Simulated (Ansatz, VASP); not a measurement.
## BeCdF4 in VASP and in Ansatz

INCAR

```
PREC = Accurate
ENCUT = 520
EDIFF = 1E-6
ISMEAR = 0
SIGMA = 0.1
LREAL = False
LASPH = True
NELM = 100
ALGO = Normal
ISIF = 2
LWAVE = False
LCHARG = False
GGA = PE
NBANDS = 54
```

Contents of KPOINTS:

```
Automatic mesh
0
Gamma
  4 4 4
```

POSCAR

```
BeCdF4
1.0
    5.3870621468      0.0000000000      0.0000000000
   -2.6457928635      4.8985969675      0.0000000000
   -0.0420773587     -1.8248035776      6.0509526546
Be Cd F
2 2 8
Direct
    0.8598493999      0.7487673025      0.8888787058
    0.6103557037      0.2525575572      0.5277772810
    0.5955758721      0.1677470664      0.0169196858
    0.9284049598      0.8296181577      0.4010772410
    0.8773627057      0.4997007773      0.7077897497
    0.5182153276      0.4037370342      0.3986419970
    0.7937363177      0.9336487095      0.7740684735
    0.1405161615      0.9438307295      0.0546608816
    0.3612285614      0.0712804562      0.6425787485
    0.6922803465      0.0524894638      0.3631600457
    0.6171658081      0.6000239653      0.0157323724
    0.0053088362      0.4965987802      0.2087148182
```

Input for Ansatz:

```yaml
crystal:
  lattice:
    - [5.3870621468, 0.0, 0.0]
    - [-2.6457928635, 4.8985969675, 0.0]
    - [-0.0420773587, -1.8248035776, 6.0509526546]
  atoms:
    - { symbol: Be, position: [0.8598493999, 0.7487673025, 0.8888787058] }
    - { symbol: Be, position: [0.6103557037, 0.2525575572, 0.527777281] }
    - { symbol: Cd, position: [0.5955758721, 0.1677470664, 0.0169196858] }
    - { symbol: Cd, position: [0.9284049598, 0.8296181577, 0.401077241] }
    - { symbol: F, position: [0.8773627057, 0.4997007773, 0.7077897497] }
    - { symbol: F, position: [0.5182153276, 0.4037370342, 0.398641997] }
    - { symbol: F, position: [0.7937363177, 0.9336487095, 0.7740684735] }
    - { symbol: F, position: [0.1405161615, 0.9438307295, 0.0546608816] }
    - { symbol: F, position: [0.3612285614, 0.0712804562, 0.6425787485] }
    - { symbol: F, position: [0.6922803465, 0.0524894638, 0.3631600457] }
    - { symbol: F, position: [0.6171658081, 0.6000239653, 0.0157323724] }
    - { symbol: F, position: [0.0053088362, 0.4965987802, 0.2087148182] }
basis:
  ecutwfc: 420
kpoints:
  mp_grid: { grid: [4, 4, 4] }
hamiltonian:
  xc: pbe
scf:
  occupations: { method: gaussian, width: 0.1 }
  lower_state_search: "off"
output:
  forces: true
  stress: true
  eigenvalues: true
```

Change from the starting cell: the structure that the rattled cell fell into.

Alike in both runs: task single point; functional PBE; k mesh 4 × 4 × 4; occupations gaussian, width 0.1 eV; no spin polarisation.

```csv
,VASP,Ansatz
version,VASP 6.6.1,Ansatz 0.2.0
potentials or method,"VASP PAW PBE potentials, release 64 (Be, Cd, F), cutoff 520 eV","scalar-relativistic, plane waves, PAW"
valence electrons in the cell,84,100
```

```csv
,VASP,Ansatz,Ansatz less VASP
gap on the k mesh at the Fermi level (eV),3.51,3.55,+0.041
least direct gap on the mesh (eV),3.54,3.58,+0.041
pressure (GPa),1.2,0.8,-0.37
"traceless stress, the component that is largest in VASP (GPa)",-1.28,-1.41,-0.122
rms of the force components (eV/Å),0.034,0.036,+0.0023
```

Atom by atom the forces differ by 0.034 eV/Å (rms over components). VASP's potentials hold 84 valence electrons a cell and Ansatz's 100, so a difference there can come from the potentials and not from the codes.
